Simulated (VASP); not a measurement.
A run of VASP 6.6.1 is set up as follows.

Contents of INCAR:

```
PREC = Accurate
ENCUT = 500
EDIFF = 1E-6
ISMEAR = 0
SIGMA = 0.1
LREAL = False
LASPH = True
NELM = 120
ALGO = Normal
ISIF = 2
LWAVE = False
LCHARG = False
GGA = PE
NBANDS = 15
GGA_COMPAT = False
```

KPOINTS

```
regular mesh
0
Gamma
  12 12 12
```

File POSCAR:

```
SrTe
1.0
    0.0000000000      2.8877402639      2.8877402639
    2.8877402639      0.0000000000      2.8877402639
    2.8877402639      2.8877402639      0.0000000000
Sr Te
1 1
Direct
    0.0000000000      0.0000000000      0.0000000000
    0.5000000000      0.5000000000      0.5000000000
```

Potentials or basis: VASP PAW PBE potentials, release 64 (Sr_sv, Te).

The run is started by

```console
$ cat potpaw_PBE.64/Sr_sv/POTCAR potpaw_PBE.64/Te/POTCAR > POTCAR
$ mpirun -np 1 vasp_std > vasp.out
```

Estimate the band gap on the k mesh.

zero (band 8 reaches 6.87 eV, above the bottom of band 9 at 6.80 eV).

Predict the pressure.

37.9 GPa.

Caveat: the cell differs from its parent crystal (O replaced by Te, lengths x 1.166, strained); spin-orbit coupling is left out, which moves the levels of the heavy elements.
